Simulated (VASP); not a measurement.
Runs of VASP 6.6.1 on Hg. The structure is that of space group Pm-3m (No. 221), or close to it. The cells are those of the table. 

| task | cell | k mesh | cutoff (eV) | k mesh for the DOS | occupations for the DOS | gap on the mesh (eV) | pressure (GPa) |
| --- | --- | --- | --- | --- | --- | --- | --- |
| relaxation of cell and atoms | relaxed from a = 4.848 Å, 3 atoms | 10 × 10 × 10 | 600 | - | - | none | 0.0 |
| single point | a = 5.255 Å, 3 atoms | 4 × 4 × 4 | 520 | - | - | 0.86 | (a) |
| relaxation of cell and atoms | relaxed from a = 5.255 Å, 3 atoms | 4 × 4 × 4 | 600 | - | - | none | 0.1 |
| single point | a = 4.745 Å, 3 atoms | 10 × 10 × 10 | 520 | - | - | none | 0.1 |
| single point | a = 4.848 Å, 3 atoms | 4 × 4 × 4 | 520 | - | - | none | 0.1 |

Alike in all rows: level PBE; potentials or basis VASP PAW PBE potentials, release 64 (Hg); no spin polarisation; smearing gaussian 0.1 eV.

Fill in the values left out.

(a) -0.4.

Caveats: spin-orbit coupling is left out, which moves the levels of the heavy elements; the relaxation stopped at its first step, so nothing moved (some runs).

A k mesh can miss the band edges, and the runs leave out spin-orbit coupling on Hg.

A gap of «none» marks levels without a gap at the run's occupations.
